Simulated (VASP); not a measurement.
# SiC2 (P-6m2) in VASP: a series of runs, part 2 of 2

VASP 6.6.1. The steps go on from the part before.

### Step 4. Single point, PBE, collinear spin, ferromagnetic start

File INCAR:

```
ALGO = Normal
EDIFF = 1E-7
ENCUT = 520
GGA = PE
ISIF = 2
ISMEAR = 0
ISPIN = 2
LASPH = True
LCHARG = False
LORBIT = 11
LREAL = False
LWAVE = False
MAGMOM = 0 0 1 1 1 1
NBANDS = 25
NELM = 150
PREC = Accurate
SIGMA = 0.1
```

File KPOINTS:

```
k-points
0
Gamma
  6 6 2
```

File POSCAR:

```
SiC2
1.0
    2.7060274458      0.0000000000      0.0000000000
   -1.3530137229      2.3434885114      0.0000000000
    0.0000000000      0.0000000000      7.8074644507
Si C
2 4
Direct
    0.6666666667      0.3333333333      0.8413823944
    0.6666666667      0.3333333333      0.1586176056
    0.3333333333      0.6666666667      0.6288216254
    0.3333333333      0.6666666667      0.0000000000
    0.3333333333      0.6666666667      0.3711783746
    0.6666666667      0.3333333333      0.5000000000
```

The run is started by

```
$ cat potpaw_PBE.64/Si/POTCAR potpaw_PBE.64/C/POTCAR > POTCAR
$ mpirun -np 1 vasp_std > vasp.out
```

It took 23 s on 1 thread of AMD EPYC 9R45 (Zen 5), shared host; peak memory 0.15 GiB.

The run converged. Its results:

- Free energy: -36.3016 eV
- Pressure: 0.0 GPa
- Largest force: 0.009 eV/Å
- Band gap on the k mesh: zero (filled and empty bands overlap)
- Net moment: 0.00 μB per cell
- Valence electrons inside the program's atomic spheres: Si 1.56; C 2.20, 2.53, 2.18

Forces in eV/Å, atoms in the order of the input:
```
Si   0.000  0.000  0.009
Si   0.000  0.000 -0.009
C    0.000  0.000 -0.009
C    0.000  0.000  0.000
C    0.000  0.000  0.009
C    0.000  0.000  0.000
```

Levels at points of the mesh, in eV from the Fermi level:
Spin up:
```
           k point  band 10  band 11  band 12  band 13  band 14  band 15
(0.00, 0.00, 0.00)     0.14     1.50     2.17     2.17     3.47     4.18
(0.50, 0.00, 0.00)    -2.83    -2.48    -2.25     0.17     1.70     2.51
(0.00, 0.00, 0.50)     0.08     2.30     2.30     3.10     3.84     4.13
(0.50, 0.00, 0.50)    -3.02    -2.59    -0.41     0.45     0.87     1.92
```
Spin down:
```
           k point  band 10  band 11  band 12  band 13  band 14  band 15
(0.00, 0.00, 0.00)     0.14     1.50     2.17     2.17     3.47     4.18
(0.50, 0.00, 0.00)    -2.83    -2.48    -2.25     0.17     1.70     2.51
(0.00, 0.00, 0.50)     0.08     2.30     2.30     3.10     3.84     4.13
(0.50, 0.00, 0.50)    -3.02    -2.59    -0.41     0.45     0.87     1.92
```

Caveat: the k points lie up to 0.45 Å⁻¹ apart.

### Step 5. Relaxation of cell and atoms, PBE

This run uses another cell than the first one, of 13.61 Å³/atom, 1.649 times its volume.

File INCAR:

```
PREC     = Accurate       # precision mode
ENCUT    = 600            # plane-wave cutoff, eV
EDIFF    = 1E-7           # SCF threshold, eV
ISMEAR   = 0              # smearing method
SIGMA    = 0.1            # smearing width, eV
LREAL    = F              # projectors in reciprocal space
LASPH    = T              # aspherical terms in the spheres
NELM     = 60             # most SCF steps
ALGO     = Normal         # electronic algorithm
ISIF     = 3              # what is computed and relaxed
LWAVE    = F              # write WAVECAR
LCHARG   = F              # write CHGCAR
GGA      = PE             # functional
IBRION   = 2              # ionic algorithm
NSW      = 90             # ionic steps
EDIFFG   = -0.04          # ionic threshold
```

File KPOINTS:

```
Automatic mesh
0
Gamma
  6 6 2
```

File POSCAR:

```
SiC2
1.0
    2.6788160700      0.0000000000      0.0000000000
   -1.3394080300      2.3199227700      0.0000000000
    0.0000000000      0.0000000000     13.1380841000
Si C
2 4
Direct
    0.6666666700      0.3333333300      0.8333333300
    0.6666666700      0.3333333300      0.1666666700
    0.3333333300      0.6666666700      0.6666666700
    0.3333333300      0.6666666700      0.0000000000
    0.3333333300      0.6666666700      0.3333333300
    0.6666666700      0.3333333300      0.5000000000
```

The run is started by

```
$ cat potpaw_PBE.64/Si/POTCAR potpaw_PBE.64/C/POTCAR > POTCAR
$ mpirun -np 1 vasp_std > vasp.out
```

It took 5.9 min on 1 thread of AMD EPYC 9R45 (Zen 5), shared host; peak memory 0.22 GiB.

The run converged. Its results:

```yaml
Free_energy: -36.3230 eV
Relaxed_volume: 8.25 Å³/atom
Relaxed_cell: a = 2.705 Å, b = 2.705 Å, c = 7.810 Å, α = 90.00°, β = 90.00°, γ = 120.00°
Space_group_after_relaxing_to_0.05_Å: P-6m2 (No. 187)
Energy_gained_by_relaxing: 1705.8 meV/atom
Ionic_steps: 27
Pressure_after_relaxing: 0.0 GPa
Largest_force_after_relaxing: 0.019 eV/Å
Band_gap_on_the_k_mesh: zero (band 12 reaches 12.96 eV, above the bottom of band 13 at 8.13 eV)
```

Forces on the atoms (eV/Å):
```
Si   0.000  0.000  0.019
Si   0.000  0.000 -0.019
C    0.000  0.000  0.003
C    0.000  0.000  0.000
C    0.000  0.000 -0.003
C    0.000  0.000  0.000
```

Step by step:
| step | energy change (eV) | largest force (eV/Å) | pressure (GPa) | volume (Å³) |
| --- | --- | --- | --- | --- |
| 1 | 0.0000 | 0.2364 | -21.95 | 81.65 |
| 2 | -2.6627 | 0.4338 | -10.75 | 61.48 |
| 3 | -3.1091 | 0.6923 | -0.90 | 55.33 |
| 4 | -2.4549 | 1.0910 | 46.29 | 44.25 |
| 5 | -3.1650 | 0.8003 | 4.13 | 53.40 |
| 6 | -4.8011 | 1.3706 | 10.90 | 49.14 |
| 7 | 3.7671 | 15.2681 | 237.04 | 32.31 |
| 8 | -7.0109 | 2.4324 | 23.94 | 45.42 |
| 9 | -7.6547 | 2.9598 | 80.57 | 39.30 |
| 10 | -8.3686 | 3.2338 | 50.53 | 41.80 |
| 11 | -8.8293 | 2.6621 | 46.02 | 42.19 |
| 12 | -8.9713 | 1.7341 | 43.49 | 42.60 |
| 13 | -9.4038 | 1.0453 | 30.63 | 44.15 |
| 14 | -9.9429 | 0.5360 | 5.14 | 48.37 |
| 15 | -9.9680 | 0.4647 | 0.65 | 49.40 |
| 16 | -9.9693 | 0.4346 | -0.70 | 49.73 |
| 17 | -9.9691 | 0.4488 | -0.08 | 49.58 |
| 18 | -9.9781 | 0.4550 | -0.19 | 49.56 |
| 19 | -10.0068 | 0.4361 | -0.59 | 49.50 |
| 20 | -10.0658 | 0.3628 | -0.75 | 49.39 |
| 21 | -10.1942 | 0.2345 | 0.06 | 49.13 |
| 22 | -10.1303 | 0.3781 | 7.52 | 48.53 |
| 23 | -10.2310 | 0.0752 | 2.22 | 48.93 |
| 24 | -10.2277 | 0.1692 | -2.53 | 50.09 |
| 25 | -10.2345 | 0.0452 | 0.19 | 49.41 |
| 26 | -10.2338 | 0.0787 | -0.33 | 49.62 |
| 27 | -10.2349 | 0.0192 | -0.01 | 49.49 |

Final structure:
```
CELL_PARAMETERS angstrom
2.70497 0.00000 0.00000
-1.35249 2.34258 0.00000
0.00000 0.00000 7.80984
ATOMIC_POSITIONS crystal
Si 0.66667 0.33333 0.84142
Si 0.66667 0.33333 0.15858
C 0.33333 0.66667 0.62856
C 0.33333 0.66667 0.00000
C 0.33333 0.66667 0.37144
C 0.66667 0.33333 0.50000
```

Levels at points of the mesh, in eV from the Fermi level:
```tsv
k point	band 8	band 9	band 10	band 11	band 12	band 13	band 14	band 15	band 16
(0.00, 0.00, 0.00)	-1.88	0.15	0.15	1.48	2.18	2.18	3.45	4.18	4.18
(0.50, 0.00, 0.00)	-5.70	-4.63	-2.84	-2.48	-2.25	0.18	1.70	2.50	3.26
(0.00, 0.00, 0.50)	-1.87	0.08	0.08	2.30	2.30	3.10	3.83	4.13	4.13
(0.50, 0.00, 0.50)	-5.00	-4.61	-3.03	-2.59	-0.41	0.45	0.86	1.92	3.47
```

Caveat: the k points lie up to 0.45 Å⁻¹ apart in the final cell; the volume moved by over 15 % at a fixed basis, so the end points are rough.

### Step 6. Summary

| task | spin | cell | cutoff (eV) | gap on the mesh (eV) | pressure (GPa) | largest force (eV/Å) |
| --- | --- | --- | --- | --- | --- | --- |
| single point | off | a = 2.706, b = 2.706, c = 7.807 Å, angles 90.0, 90.0, 120.0°, 6 atoms | 520 | none | 0.0 | 0.01 |
| single point | off | a = 2.679, b = 2.679, c = 13.138 Å, angles 90.0, 90.0, 120.0°, 6 atoms | 520 | none | -22.1 | 0.24 |
| single point | collinear, ferromagnetic start | a = 2.706, b = 2.706, c = 7.807 Å, angles 90.0, 90.0, 120.0°, 6 atoms | 520 | none | 0.0 | 0.01 |
| relaxation of cell and atoms | off | relaxed from a = 2.679, b = 2.679, c = 13.138 Å, angles 90.0, 90.0, 120.0°, 6 atoms | 600 | none | 0.0 | 0.02 |

Alike in all rows: level PBE; potentials or basis VASP PAW PBE potentials, release 64 (Si, C); k mesh 6 × 6 × 2; smearing gaussian 0.1 eV.

Caveats: all runs use coarse meshes; the volume moved by over 15 % at a fixed basis, so the end points are rough (some runs).

Absolute energies hang on the potentials; compare differences alone.
